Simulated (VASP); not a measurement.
A run of VASP 6.6.1 is set up as follows.

Contents of POSCAR:

```
BeH2
1.0
    0.0000000000      1.9734932835      1.9734932835
    1.9734932835      0.0000000000      1.9734932835
    1.9734932835      1.9734932835      0.0000000000
Be H
1 2
Direct
    0.0000000000      0.0000000000      0.0000000000
    0.2500000000      0.2500000000      0.2500000000
    0.7500000000      0.7500000000      0.7500000000
```

Contents of INCAR.step1:

```
PREC = Accurate
ENCUT = 660
ISMEAR = -1
SIGMA = 0.03
LREAL = False
LASPH = True
NELM = 120
NBANDS = 9
GGA = PE
ALGO = Normal
EDIFF = 1E-5
LWAVE = True
LCHARG = False
GGA_COMPAT = False
```

The input INCAR.step2:

```
PREC = Accurate
ENCUT = 660
EDIFF = 1E-6
ISMEAR = -1
SIGMA = 0.03
LREAL = False
LASPH = True
NELM = 120
ALGO = Normal
ISIF = 2
LWAVE = False
LCHARG = False
METAGGA = R2SCAN
LMIXTAU = True
LUSE_VDW = True
IVDW_NL = 2
BPARAM = 11.95
CPARAM = 0.0093
NBANDS = 9
ISTART = 1
GGA_COMPAT = False
```

Contents of KPOINTS:

```
regular mesh
0
Gamma
  10 10 10
```

Potentials or basis: VASP PAW PBE potentials, release 64 (Be, H).

Launch:

```sh
$ cat potpaw_PBE.64/Be/POTCAR potpaw_PBE.64/H/POTCAR > POTCAR
$ cp INCAR.step1 INCAR
$ mpirun -np 1 vasp_std > vasp.out
$ cp INCAR.step2 INCAR
$ mpirun -np 1 vasp_std > vasp.out
```

Question: Estimate the pressure.

Answer: 0.1 GPa.

Question: Estimate the band gap on the k mesh.

Answer: Zero (bands 2 and 3 overlap by 4.89 eV).

Caveat: the structure was generated, so it needn't be the stable form of BeH2; the PAW data sets were made with another functional, which shifts forces and pressure a little.
